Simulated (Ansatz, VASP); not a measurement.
## BiTe: VASP beside Ansatz

```xyz
2
Lattice="0.0000 3.2350 3.2350 3.2350 0.0000 3.2350 3.2350 3.2350 0.0000" Properties=species:S:1:pos:R:3 pbc="T T T"
Bi    0.0000    0.0000    0.0000
Te    3.2350    3.2350    3.2350
```

Alike in both runs: functional PBEsol; k mesh 5 × 5 × 5; occupations fermi-dirac, width 0.05 eV; no spin polarisation.

```csv
,VASP,Ansatz
version,VASP 6.6.1,Ansatz 0.2.0
potentials or method,"VASP PAW PBE potentials, release 64 (Bi_d, Te), cutoff 520 eV","all-electron LAPW, scalar-relativistic"
task,single point,band structure
```

|  | VASP | Ansatz | Ansatz less VASP |
| --- | --- | --- | --- |
| gap on the k mesh at the Fermi level (eV) | none | none | - |
| pressure (GPa) | -1.8 | -1.8 | +0.04 |

VASP's potentials were made for PBE, not for PBEsol. A gap of «none» marks a metal or a gap that the smearing closes. Ansatz ran all-electron here, and VASP with PAW potentials.

Spin-orbit coupling is off throughout. Noted on Ansatz's run: the k mesh is thin for a metal, which can move the energy by tens of meV per atom.
